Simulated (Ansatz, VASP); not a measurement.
K3Ag in VASP and in Ansatz

```xyz
4
Lattice="6.0666 0.0000 0.0000 0.0000 6.0666 0.0000 0.0000 0.0000 5.2406" Properties=species:S:1:pos:R:3 pbc="T T T"
K     3.0333    0.0000    0.0000
K     0.0000    3.0333    0.0000
K     0.0000    0.0000    2.6203
Ag    3.0333    3.0333    2.6203
```

Alike in both runs: task single point; functional LDA; k mesh 6 × 6 × 6; occupations methfessel-paxton of order 1, width 0.15 eV; no spin polarisation.

|  | VASP | Ansatz |
| --- | --- | --- |
| version | VASP 6.6.1 | Ansatz 0.2.0 |
| potentials or method | VASP PAW LDA potentials, release 64 (K_sv, Ag), cutoff 520 eV | plane waves, PAW |
| valence electrons in the cell | 38 | 46 |

```tsv
	VASP	Ansatz	Ansatz less VASP
pressure (GPa)	-1.1	-1.1	+0.01
traceless stress, the component that is largest in VASP (GPa)	0.32	0.32	0.000
```

LDA's correlation is that of Perdew and Zunger in VASP and of Perdew and Wang (1992) in Ansatz. VASP's potentials hold 38 valence electrons a cell and Ansatz's 46, so a difference there can come from the potentials and not from the codes.
